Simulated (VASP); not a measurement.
# Te2Mo in VASP: notebook

Te2Mo is run at these levels: PBE+D3(BJ); tasks: single point.

Program: VASP 6.6.1. These are calculated values, not measurements. Logs are shortened: lines on timing, memory, paths and dates and some standing lists are left out, and cuts for length are marked.

## Step 1: The cell of the first run

The cell holds a slab with vacuum, 3 atoms: a = 3.317 Å, b = 3.317 Å, c = 33.270 Å, α = 90.00°, β = 90.00°, γ = 120.00°.

## Step 2: Single point, PBE+D3(BJ)

INCAR

```
SYSTEM = Te2Mo
PREC     = Accurate       ! precision mode
ENCUT    = 520            ! plane-wave cutoff, eV
EDIFF    = 1E-6           ! SCF threshold, eV
ISMEAR   = 0              ! smearing method
SIGMA    = 0.02           ! smearing width, eV
LREAL    = .FALSE.        ! projectors in reciprocal space
LASPH    = .TRUE.         ! aspherical terms in the spheres
NELM     = 100            ! most SCF steps
ALGO     = Normal         ! electronic algorithm
ISIF     = 2              ! what is computed and relaxed
LWAVE    = .FALSE.        ! write WAVECAR
LCHARG   = .FALSE.        ! write CHGCAR
LDIPOL   = .TRUE.       
IDIPOL   = 3            
DIPOL    = 0.5 0.5 0.500
GGA      = PE             ! functional
IVDW     = 12             ! dispersion correction
NBANDS   = 20             ! bands
```

KPOINTS

```
Automatic mesh
0
G
  9 9 1
  0 0 0
```

POSCAR

```
Te2Mo
1.0
    3.3170000000      0.0000000000      0.0000000000
   -1.6585000000      2.8726062644      0.0000000000
    0.0000000000      0.0000000000     33.2698832047
Te Mo
2 1
Direct
    0.3333333333      0.6666666667      0.4472796466
    0.3333333333      0.6666666667      0.5527203534
    0.6666666667      0.3333333333      0.5000000000
```

Potentials or basis: VASP PAW PBE potentials, release 64 (Te, Mo_sv).

Started as:

```bash
$ cat potpaw_PBE.64/Te/POTCAR potpaw_PBE.64/Mo_sv/POTCAR > POTCAR
$ mpirun -np 1 vasp_std > vasp.out
```

OUTCAR:

```text
SYSTEM = Te2Mo
   PREC = Accurate
   ENCUT = 520
   EDIFF = 1E-6
   ISMEAR = 0
   LREAL = .FALSE.
   LASPH = .TRUE.
   NELM = 100
   ISIF = 2
   GGA = PE
   IVDW = 12
 IVDW          = 12

 ion  position               nearest neighbor table
   1  0.333  0.667  0.447-   3 2.60   3 2.60   3 2.60   2 3.51
   2  0.333  0.667  0.553-   3 2.60   3 2.60   3 2.60   1 3.51
   3  0.667  0.333  0.500-   1 2.60   2 2.60   1 2.60   2 2.60   1 2.60   2 2.60

  LATTYP: Found a hexagonal cell.
 ALAT       =     3.3170000000
 C/A-ratio  =    10.0301125127

  Lattice vectors:

 A1 = (   3.3170000000,   0.0000000000,   0.0000000000)
 A2 = (  -1.6585000000,   2.8726062644,   0.0000000000)
 A3 = (   0.0000000000,   0.0000000000,  33.2698832047)

Analysis of symmetry for initial positions (statically):
=====================================================================
 Subroutine PRICEL returns:
 Original cell was already a primitive cell.

 Routine SETGRP: Setting up the symmetry group for a
 hexagonal supercell.

 Subroutine GETGRP returns: Found 12 space group operations
 (whereof 12 operations were pure point group operations)
 out of a pool of 24 trial point group operations.

The static configuration has the point symmetry D_3h.

Analysis of symmetry for dynamics (positions and initial velocities):
=====================================================================
 Subroutine PRICEL returns:
 Original cell was already a primitive cell.

 Routine SETGRP: Setting up the symmetry group for a
 hexagonal supercell.

 Subroutine GETGRP returns: Found 12 space group operations
 (whereof 12 operations were pure point group operations)
 out of a pool of 24 trial point group operations.

The dynamic configuration has the point symmetry D_3h.

 Subroutine INISYM returns: Found 12 space group operations
 (whereof 12 operations are pure point group operations),
 and found     1 'primitive' translations

----------------------------------------------------------------------------------------

                                     Primitive cell

  volume of cell :     317.0099

  direct lattice vectors                    reciprocal lattice vectors
     3.317000000  0.000000000  0.000000000     0.301477238  0.174057965  0.000000000
    -1.658500000  2.872606264  0.000000000     0.000000000  0.348115930  0.000000000
     0.000000000  0.000000000 33.269883205     0.000000000  0.000000000  0.030057214
[... 78 lines left out ...]
   NFREE  =      0    steps in history (QN), initial steepest desc. (CG)
   ISIF   =      2    stress and relaxation
   ISYM   =      2    0-nonsym 1-usesym 2-fastsym
   POTIM  = 0.5000    time-step for ionic-motion
   TEBEG  =    0.0;   TEEND  =   0.0 temperature during run
   PSTRESS=    0.0 pullay stress
   NELECT =      26.0000    total number of electrons
   NUPDOWN=      -1.0000    fix difference up-down
   EMIN   =  10.00;   EMAX   =-10.00  energy-range for DOS
   EFERMI =   0.00;   METHOD = LEGACY
   ISMEAR =     0;   SIGMA  =   0.02  broadening in eV -4-tet -1-fermi 0-gaus
   EFERMI_NEDOS =   21; number of points for ismear=-14 and -15
   IALGO  =     38    algorithm
   IMIX   =      4    mixing-type and parameters
     AMIX     =   0.40;   BMIX     =  1.00
     AMIX_MAG =   1.60;   BMIX_MAG =  1.00
  volume/ion in A,a.u.               =     105.67       713.10
  Fermi-wavevector in a.u.,A,eV,Ry     =   0.711282  1.344128  6.883483  0.505922
  Thomas-Fermi vector in A             =   1.798352
   LORBIT       =      0    0 simple, 1 ext, 2 COOP (PROOUT), +10 PAW based schemes
   GGA     = PE    functional components
   LHFCALC =     F    Hartree Fock is set to
   AEXX    =    0.0000 exact exchange contribution
   IVDW    =    12    specifies the selected vdW correction
   LEPSILON=     F    determine dielectric tensor
   LRPA    =     F    only Hartree local field effects (RPA)
 non-spin polarized calculation
 Gauss-broadening in eV      SIGMA  =   0.02
  energy-cutoff  :      520.00
  volume of cell :      317.01
 maximum number of plane-waves:      8570
 NGX is ok and might be reduce to    28
   NGX = 13   NGY = 13   NGZ =123

 dipolmoment           0.000000      0.000000      0.000000 electrons x Angstroem

 number of electron      26.0000001 magnetization

 dipolmoment           0.000000      0.000000     -0.000000 electrons x Angstroem

 Free energy of the ion-electron system (eV)
  ---------------------------------------------------
  ext. energy  EPLUGINS =         0.00000000
  ---------------------------------------------------
  free energy    TOTEN  =       -17.31055783 eV

  energy without entropy =      -17.31055783  energy(sigma->0) =      -17.31055783

 E-fermi :  -1.6008     XC(G=0):  -2.6611

 val. band max:       -1.7865002016   @ k =   0.4444  -0.0000   0.0000
 cond. band min:      -0.4004070764   @ k =   0.2222   0.2222   0.0000
 fundamental gap:      1.3860931252
 Fermi energy:        -1.6007528203

 k-point     1 :       0.0000    0.0000    0.0000
  band No.  band energies     occupation
      1     -62.2283      2.00000
      2     -36.5696      2.00000
      3     -36.2624      2.00000
      4     -36.2624      2.00000
      5     -15.4176      2.00000
      6     -14.2509      2.00000
[... 265 lines left out ...]
     19       3.7799      0.00000
     20       5.7437      0.00000

------------------------ aborting loop because EDIFF is reached ----------------------------------------

 vacuum level on the upper side and lower side of the slab       (xc-potential included)        -0.147        -0.147

 Edisp (eV)   -1.36275

 E8    (eV) :    -0.6632

  FORCE on cell =-STRESS in cart. coord.  units (eV):
  Direction    XX          YY          ZZ          XY          YZ          ZX
  --------------------------------------------------------------------------------------
  -------------------------------------------------------------------------------------
  Total       7.70849     7.70849     8.23295    -0.00000     0.00000     0.00000
  in kB      38.95894    38.95894    41.60959    -0.00000     0.00000     0.00000
  external pressure =       39.84 kB  Pullay stress =        0.00 kB

 VOLUME and BASIS-vectors are now :
 -----------------------------------------------------------------------------
  energy-cutoff  :      520.00
  volume of cell :      317.01
      direct lattice vectors                 reciprocal lattice vectors
     3.317000000  0.000000000  0.000000000     0.301477238  0.174057965  0.000000000
    -1.658500000  2.872606264  0.000000000     0.000000000  0.348115930  0.000000000
     0.000000000  0.000000000 33.269883205     0.000000000  0.000000000  0.030057214

 POSITION                                       TOTAL-FORCE (eV/Angst)
 -----------------------------------------------------------------------------------
     -0.00000      1.91507     14.88094        -0.000000      0.000000     -2.350645
     -0.00000      1.91507     18.38894        -0.000000      0.000000      2.350645
      1.65850      0.95754     16.63494         0.000000      0.000000      0.000000
 -----------------------------------------------------------------------------------
    total drift:                               -0.000000      0.000000     -0.000000

  FREE ENERGIE OF THE ION-ELECTRON SYSTEM (eV)
  ---------------------------------------------------
  free  energy   TOTEN  =       -18.6733108610 eV

  energy  without entropy=      -18.6733108610  energy(sigma->0) =      -18.67331086

 vacuum level on the upper side and lower side of the slab         2.921         2.921
```

OSZICAR:

```text
N       E                     dE             d eps       ncg     rms          rms(c)
DAV:   1     0.142989970880E+03    0.14299E+03   -0.12071E+04   672   0.939E+02
DAV:   2    -0.705334094084E+01   -0.15004E+03   -0.14616E+03   684   0.191E+02
DAV:   3    -0.177023884334E+02   -0.10649E+02   -0.10572E+02   676   0.464E+01
[... 15 lines left out ...]
DAV:  19    -0.173105469871E+02   -0.21789E-04   -0.74544E-07   476   0.384E-03    0.365E-03
DAV:  20    -0.173105528834E+02   -0.58963E-05   -0.11206E-07   468   0.154E-03    0.296E-03
DAV:  21    -0.173105560069E+02   -0.31234E-05   -0.28735E-08   408   0.623E-04    0.178E-03
DAV:  22    -0.173105572993E+02   -0.12925E-05   -0.29153E-08   428   0.731E-04    0.643E-04
DAV:  23    -0.173105578332E+02   -0.53389E-06   -0.77401E-09   348   0.413E-04
   1 F= -.18673311E+02 E0= -.18673311E+02  d E =-.289703E-40
```

stdout:

```text
POSCAR found type information on POSCAR TeMo
 POSCAR found :  2 types and       3 ions
 scaLAPACK will be used
 LDA part: xc-table for (Slater+PW92), standard interpolation
 POSCAR, INCAR and KPOINTS ok, starting setup
 FFT: planning ... GRIDC
 FFT: planning ... GRID_SOFT
 FFT: planning ... GRID
 WAVECAR not read
 entering main loop
```

It took 2.5 min on 1 thread of Intel Xeon Platinum 8488C (Sapphire Rapids), shared host; peak memory 0.49 GiB.

What came out:

```
Free energy                : -18.6733 eV
Largest force              : 2.351 eV/Å
Band gap on the k mesh     : 1.39 eV, indirect (least direct gap 1.58 eV)
Dispersion energy per atom : -0.454 eV
```

Forces in eV/Å, atoms in the order of the input:
```
Te   0.000  0.000 -2.351
Te   0.000  0.000  2.351
Mo   0.000  0.000  0.000
```

Levels at points of the mesh, in eV from the valence-band top:
| k point | band 10 | band 11 | band 12 | band 13 | band 14 | band 15 | band 16 | band 17 |
| --- | --- | --- | --- | --- | --- | --- | --- | --- |
| (0.00, 0.00, 0.00) | -1.84 | -0.95 | -0.87 | -0.87 | 3.99 | 3.99 | 4.17 | 4.33 |

Caveat: spin-orbit coupling is left out, which moves the levels of the heavy elements.

## Step 3: Single point, PBE+D3(BJ)

INCAR

```
SYSTEM = Te2Mo
  ALGO = Normal
  DIPOL = 0.5 0.5 0.500
  EDIFF = 1E-7
  ENCUT = 520
  GGA = PE
  IDIPOL = 3
  ISIF = 2
  ISMEAR = 0
  IVDW = 12
  LASPH = .True.
  LCHARG = .False.
  LDIPOL = .True.
  LREAL = .False.
  LWAVE = .False.
  NBANDS = 20
  NELM = 60
  PREC = Accurate
  SIGMA = 0.02
```

KPOINTS

```
k-points
0
Gamma
  9 9 1
  0 0 0
```

POSCAR

```
Te2Mo
1.0
    3.3170000000      0.0000000000      0.0000000000
   -1.6585000000      2.8726062644      0.0000000000
    0.0000000000      0.0000000000     33.2698832047
Te Mo
2 1
Direct
    0.3333333333      0.6666666667      0.4434924376
    0.3333333333      0.6666666667      0.5565075624
    0.6666666667      0.3333333333      0.5000000000
```

Potentials or basis: VASP PAW PBE potentials, release 64 (Te, Mo_sv).

Started as:

```bash
$ cat potpaw_PBE.64/Te/POTCAR potpaw_PBE.64/Mo_sv/POTCAR > POTCAR
$ mpirun -np 1 vasp_std > vasp.out
```

OUTCAR:

```text
SYSTEM = Te2Mo
   EDIFF = 1E-7
   ENCUT = 520
   GGA = PE
   ISIF = 2
   ISMEAR = 0
   IVDW = 12
   LASPH = .True.
   LREAL = .False.
   NELM = 60
   PREC = Accurate
 IVDW          = 12

 ion  position               nearest neighbor table
   1  0.333  0.667  0.443-   3 2.68   3 2.68   3 2.68
   2  0.333  0.667  0.557-   3 2.68   3 2.68   3 2.68
   3  0.667  0.333  0.500-   1 2.68   2 2.68   1 2.68   2 2.68   1 2.68   2 2.68

  LATTYP: Found a hexagonal cell.
 ALAT       =     3.3170000000
 C/A-ratio  =    10.0301125127

[... 465 lines left out ...]
  FORCE on cell =-STRESS in cart. coord.  units (eV):
  Direction    XX          YY          ZZ          XY          YZ          ZX
  --------------------------------------------------------------------------------------
  -------------------------------------------------------------------------------------
  Total       4.61858     4.61858     0.71078     0.00000     0.00000    -0.00000
  in kB      23.34242    23.34242     3.59231     0.00000     0.00000    -0.00000
  external pressure =       16.76 kB  Pullay stress =        0.00 kB

 VOLUME and BASIS-vectors are now :
 -----------------------------------------------------------------------------
  energy-cutoff  :      520.00
  volume of cell :      317.01
      direct lattice vectors                 reciprocal lattice vectors
     3.317000000  0.000000000  0.000000000     0.301477238  0.174057965  0.000000000
    -1.658500000  2.872606264  0.000000000     0.000000000  0.348115930  0.000000000
     0.000000000  0.000000000 33.269883205     0.000000000  0.000000000  0.030057214

 POSITION                                       TOTAL-FORCE (eV/Angst)
 -----------------------------------------------------------------------------------
     -0.00000      1.91507     14.75494         0.000000      0.000000     -0.192359
     -0.00000      1.91507     18.51494         0.000000      0.000000      0.192359
      1.65850      0.95754     16.63494        -0.000000      0.000000      0.000000
 -----------------------------------------------------------------------------------
    total drift:                               -0.000000      0.000000     -0.000000

  FREE ENERGIE OF THE ION-ELECTRON SYSTEM (eV)
  ---------------------------------------------------
  free  energy   TOTEN  =       -18.9785434261 eV

  energy  without entropy=      -18.9785434261  energy(sigma->0) =      -18.97854343

 vacuum level on the upper side and lower side of the slab         2.931         2.931
```

OSZICAR:

```text
N       E                     dE             d eps       ncg     rms          rms(c)
DAV:   1     0.138924806441E+03    0.13892E+03   -0.12014E+04   672   0.939E+02
DAV:   2    -0.729050197719E+01   -0.14622E+03   -0.14240E+03   676   0.190E+02
DAV:   3    -0.181181088913E+02   -0.10828E+02   -0.10754E+02   684   0.461E+01
[... 17 lines left out ...]
DAV:  21    -0.176555823362E+02   -0.47664E-05   -0.69103E-08   508   0.132E-03    0.149E-03
DAV:  22    -0.176555853439E+02   -0.30077E-05   -0.50481E-08   464   0.847E-04    0.107E-03
DAV:  23    -0.176555860774E+02   -0.73353E-06   -0.86351E-09   440   0.480E-04    0.459E-04
DAV:  24    -0.176555864823E+02   -0.40492E-06   -0.62949E-09   400   0.339E-04    0.198E-04
DAV:  25    -0.176555865708E+02   -0.88475E-07    0.17033E-10   380   0.100E-04
   1 F= -.18978543E+02 E0= -.18978543E+02  d E =-.250425E-21
```

stdout:

```text
POSCAR found type information on POSCAR TeMo
 POSCAR found :  2 types and       3 ions
 scaLAPACK will be used
 LDA part: xc-table for (Slater+PW92), standard interpolation
 POSCAR, INCAR and KPOINTS ok, starting setup
 FFT: planning ... GRIDC
 FFT: planning ... GRID_SOFT
 FFT: planning ... GRID
 WAVECAR not read
 entering main loop
```

Run time: 2.9 min. Hardware: 1 thread of Intel Xeon Platinum 8488C (Sapphire Rapids), shared host; peak memory 0.49 GiB.

Results:

| Property | Result |
| --- | --- |
| Free energy | -18.9785 eV |
| Largest force | 0.192 eV/Å |
| Band gap on the k mesh | 0.86 eV, indirect (least direct gap 1.40 eV) |
| Dispersion energy per atom | -0.441 eV |

Forces on the atoms (eV/Å):
```
Te   0.000  0.000 -0.192
Te   0.000  0.000  0.192
Mo   0.000  0.000  0.000
```

Caveat: spin-orbit coupling is left out, which moves the levels of the heavy elements.

(Continued in part 2 of 2.)
